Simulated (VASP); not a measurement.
A run of VASP 6.6.1 is set up as follows.

Contents of INCAR:

```
PREC = Accurate ; ENCUT = 520
EDIFF = 1E-7 ; ISMEAR = 0
SIGMA = 0.05 ; LREAL = False
LASPH = True ; NELM = 60
ALGO = Normal ; ISIF = 2
LWAVE = False ; LCHARG = True
GGA = PS ; LELF = True
LVHAR = True ; NBANDS = 26
```

The input KPOINTS:

```
Automatic mesh
0
Gamma
  9 9 6
```

The input POSCAR:

```
ZnS
1.0
    3.8503277394      0.0000000000      0.0000000000
   -1.9251638697      3.3344816352      0.0000000000
    0.0000000000      0.0000000000      5.2699435769
Zn S
2 2
Direct
    0.3333333333      0.6666666667      0.0054424479
    0.6666666667      0.3333333333      0.5054424479
    0.3333333333      0.6666666667      0.3795575521
    0.6666666667      0.3333333333      0.8795575521
```

Potentials or basis: VASP PAW PBE potentials, release 64 (Zn, S).

Launch:

```sh
$ cat potpaw_PBE.64/Zn/POTCAR potpaw_PBE.64/S/POTCAR > POTCAR
$ mpirun -np 1 vasp_std > vasp.out
```

Q: Predict the largest force.

A: 4.073 eV/Å.

Q: Predict the pressure.

A: 21.2 GPa.

Q: Predict the band gap on the k mesh.

A: 1.70 eV, direct.

Stress tensor (GPa, compression positive):
```
 2.86  0.00  0.00
 0.00  2.86  0.00
 0.00  0.00 58.01
```

Caveat: the PAW data sets were made with another functional, which shifts forces and pressure a little. A k mesh can miss the band edges.
